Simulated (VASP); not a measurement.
Input of a VASP 6.6.1 run:

The input INCAR:

```
SYSTEM = MoS2
  PREC = Accurate
  ENCUT = 520
  EDIFF = 1E-6
  ISMEAR = 0
  SIGMA = 0.05
  LREAL = .FALSE.
  LASPH = .TRUE.
  NELM = 100
  ALGO = Normal
  ISIF = 2
  LWAVE = .FALSE.
  LCHARG = .TRUE.
  GGA = PE
  IVDW = 12
  LELF = .TRUE.
  LVHAR = .TRUE.
  NBANDS = 35
```

Contents of KPOINTS:

```
Automatic mesh
0
G
  12 12 4
  0 0 0
```

POSCAR

```
MoS2
1.0
    3.1493511224      0.0000000000      0.0000000000
   -1.5746755612      2.7274180774      0.0000000000
    0.0000000000      0.0000000000     12.0907538910
Mo S
2 4
Direct
    0.3333333333      0.6666666667      0.2500000000
    0.6666666667      0.3333333333      0.7500000000
    0.3333333333      0.6666666667      0.6204905687
    0.6666666667      0.3333333333      0.1204905687
    0.3333333333      0.6666666667      0.8795094313
    0.6666666667      0.3333333333      0.3795094313
```

Potentials or basis: VASP PAW PBE potentials, release 64 (Mo_sv, S).

The run is started by

```sh
$ cat potpaw_PBE.64/Mo_sv/POTCAR potpaw_PBE.64/S/POTCAR > POTCAR
$ mpirun -np 1 vasp_std > vasp.out
```

Problem. Predict the band gap on the k mesh.

Solution. 0.80 eV (least direct gap 1.70 eV).

Problem. Estimate the largest force.

Solution. 0.014 eV/Å.

Forces on the atoms (eV/Å):
```
Mo   0.000  0.000  0.000
Mo   0.000  0.000  0.000
S    0.000  0.000  0.014
S    0.000  0.000  0.014
S    0.000  0.000 -0.014
S    0.000  0.000 -0.014
```

**What was measured.**

“Multiwavelength excitation Raman Scattering Analysis of bulk and 2 dimensional MoS2: Vibrational properties of atomically thin MoS2 layers”, 2015, arxiv:1506.03228 reports, for a bulk crystal of MoS2 at 300 K: band gap 1.3 eV (indirect).

A measured gap of MoS2 is 1.3 eV (indirect; 300 K; “Multiwavelength excitation Raman Scattering Analysis of bulk and 2 dimensional MoS2: Vibrational properties of atomically thin MoS2 layers”, 2015, arxiv:1506.03228); the calculated 0.80 eV misses it by -0.50 eV. Spin-orbit coupling on Mo is left out. The value is that of PBE+D3(BJ) on a finite k mesh, which can miss the band edges, without temperature or zero-point motion. Semilocal functionals fall short of measured gaps as a rule.
